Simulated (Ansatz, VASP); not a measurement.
## InAs: VASP beside Ansatz

File INCAR:

```
SYSTEM = InAs
PREC = Accurate
ENCUT = 520
EDIFF = 1E-6
ISMEAR = 0
SIGMA = 0.1
LREAL = .False.
LASPH = .True.
NELM = 150
ALGO = Normal
ISIF = 2
LWAVE = .False.
LCHARG = .False.
MAGMOM = 0 0 0 0 0 0
LORBIT = 11
LSORBIT = .True.
GGA_COMPAT = .False.
LORBMOM = .True.
GGA = PE
NBANDS = 30
```

Contents of KPOINTS:

```
Automatic mesh
0
Gamma
  12 12 12
  0 0 0
```

The input POSCAR:

```
InAs
1.0
    0.0000000000      3.0931634716      3.0931634716
    3.0931634716      0.0000000000      3.0931634716
    3.0931634716      3.0931634716      0.0000000000
In As
1 1
Direct
    0.0000000000      0.0000000000      0.0000000000
    0.2500000000      0.2500000000      0.2500000000
```

Input for Ansatz:

```yaml
crystal:
  lattice:
    - [0.0, 3.0931634693, 3.0931634693]
    - [3.0931634693, 0.0, 3.0931634693]
    - [3.0931634693, 3.0931634693, 0.0]
  atoms:
    - { symbol: In, position: [0.0, 0.0, 0.0] }
    - { symbol: As, position: [0.25, 0.25, 0.25] }
basis:
  ecutwfc: 420
kpoints:
  mp_grid: { grid: [12, 12, 12] }
  band_path:
    path:
      - [[0.0, 0.0, 0.0], [-0.5, -0.5, 0.0], [-0.375, -0.375, 0.25]]
      - [[-0.375, 0.0, 0.375], [0.0, 0.0, 0.0], [0.0, 0.0, 0.5], [-0.5, -0.25, 0.25], [-0.5, -0.5, 0.0]]
    npoints: 10
hamiltonian:
  xc: pbe
scf:
  occupations: { method: gaussian, width: 0.1 }
output:
  forces: true
  stress: true
  eigenvalues: true
  populations: true
  dos: { projected: true, de: 0.02 }
  bader: false
  write_density: true
  write_potential: true
  elf: true
  volumetric_format: npy
magnetization:
  noncollinear: true
  spin_orbit: true
```

Alike in both runs: task single point; functional PBE; k mesh 12 × 12 × 12; occupations gaussian, width 0.1 eV; non-collinear spin, spin-orbit coupling.

|  | VASP | Ansatz |
| --- | --- | --- |
| version | VASP 6.6.1 | Ansatz 0.2.0 |
| potentials or method | VASP PAW PBE potentials, release 64 (In_d, As), cutoff 520 eV | plane waves, PAW |
| valence electrons in the cell | 18 | 28 |

```tsv
	VASP	Ansatz	Ansatz less VASP
pressure (GPa)	0.0	0.0	-0.06
```

VASP's potentials hold 18 valence electrons a cell and Ansatz's 28, so a difference there can come from the potentials and not from the codes.
